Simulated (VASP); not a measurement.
Crystal: Ga2GeSeS4.

```
CELL_PARAMETERS angstrom
0.00000 5.62988 0.00000
5.62988 0.00000 0.00000
2.81494 2.81494 -5.40811
ATOMIC_POSITIONS crystal
S 0.40000 0.40000 0.73580
S 0.60000 0.13580 0.26420
S 0.86420 0.86420 0.73580
S 0.13580 0.60000 0.26420
Ge 0.50000 0.50000 0.00000
Se 0.00000 0.00000 0.00000
Ga 0.75000 0.25000 0.50000
Ga 0.25000 0.75000 0.50000
```

```yaml
Program: VASP 6.6.1
Task: relaxation of cell and atoms
Functional: PBE
Potentials_or_basis: VASP PAW PBE potentials, release 64 (S, Ge_d, Se, Ga_d)
Cutoff: 600 eV
k_mesh: 5 × 5 × 5
Occupations: methfessel-paxton, width 0.0318 eV
Spin: no spin polarisation
```

At the start: pressure 10.8 GPa; volume 21.43 Å³/atom.

Problem. How do energy, volume and symmetry change on relaxing?

Solution. Over 28 steps the energy falls by 434.5 meV/atom and the volume is 22.89 Å³/atom (+6.8 %); space group I-42m (No. 121, to 0.1 Å) before and after.

The path:
```tsv
step	energy change (eV)	largest force (eV/Å)	pressure (GPa)	volume (Å³)
1	0.0000	0.6083	10.85	171.41
2	-1.0837	0.2885	-0.56	209.98
3	-1.0867	0.3031	-0.11	207.55
4	-1.0865	0.2980	-0.27	208.32
5	-1.1269	0.3737	-0.32	208.24
6	-1.3062	0.4710	-0.51	207.90
7	-1.8252	0.3726	-1.13	206.72
8	-2.4838	1.1494	-0.77	202.44
9	-2.4932	1.1941	-0.71	202.33
10	-2.5125	1.3309	-0.53	202.00
11	-2.5102	1.6111	-0.07	201.23
12	-2.5173	1.4659	-0.32	201.64
13	-2.5463	1.4449	-0.37	201.54
14	-2.6312	1.3774	-0.53	201.25
15	-2.7903	1.2354	-0.82	200.62
16	-3.0569	0.9216	-1.44	199.25
17	-3.3222	0.2196	-2.72	196.04
18	-3.4114	0.2587	-1.43	189.88
19	-3.4503	0.3050	0.26	183.14
20	-3.4504	0.3079	0.38	182.68
21	-3.4634	0.1978	0.25	182.48
22	-3.4736	0.0680	0.03	182.05
23	-3.4737	0.0576	0.04	182.09
24	-3.4750	0.0454	0.05	182.22
25	-3.4758	0.0337	0.08	182.36
26	-3.4752	0.0254	0.16	182.64
27	-3.4759	0.0287	0.14	182.44
28	-3.4762	0.0218	-0.10	183.10
```

Final structure:
```xyz
8
Lattice="0.0000 5.0037 0.0000 5.0037 0.0000 0.0000 2.5019 2.5019 -7.3131" Properties=species:S:1:pos:R:3 pbc="T T T"
S     3.7710    3.7710   -5.1242
S     1.2691    3.7346   -2.1889
S     6.2365    6.2365   -5.1242
S     3.7346    1.2691   -2.1889
Ge    2.5019    2.5019    0.0000
Se    0.0000    0.0000    0.0000
Ga    2.5019    5.0037   -3.6565
Ga    5.0037    2.5019   -3.6565
```

Caveat: a cell axis changed by over 15 % at a fixed basis, so the end point is rough.
